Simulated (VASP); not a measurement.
A run of VASP 6.6.1 is set up as follows.

Contents of INCAR:

```
PREC = Accurate
ENCUT = 600
EDIFF = 1E-7
ISMEAR = 0
SIGMA = 0.02
LREAL = F
LASPH = T
NELM = 120
ALGO = Normal
ISIF = 3
LWAVE = F
LCHARG = F
GGA = PE
IBRION = 2
NSW = 100
EDIFFG = -0.002
GGA_COMPAT = F
NELMIN = 4
```

KPOINTS

```
Automatic mesh
0
Gamma
  10 10 10
```

POSCAR

```
C
1.0
    0.0000000000      1.7835000000      1.7835000000
    1.7835000000      0.0000000000      1.7835000000
    1.7835000000      1.7835000000      0.0000000000
C
2
Direct
    0.0000000000      0.0000000000      0.0000000000
    0.2500000000      0.2500000000      0.2500000000
```

Potentials or basis: VASP PAW PBE potentials, release 64 (C).

The run is started by

```bash
$ cat potpaw_PBE.64/C/POTCAR > POTCAR
$ mpirun -np 1 vasp_std > vasp.out
```

(1) What does it give for the relaxed cell?

(2) Estimate the space group after relaxing (to 0.05 Å).

(3) Predict the band gap on the k mesh.

(4) What does it give for the relaxed volume?

Results:

(1) a = 2.525 Å, b = 2.525 Å, c = 2.525 Å, α = 60.00°, β = 60.00°, γ = 60.00°.

(2) Fd-3m (No. 227).

(3) 4.16 eV, indirect (least direct gap 5.58 eV).

(4) 5.69 Å³/atom.
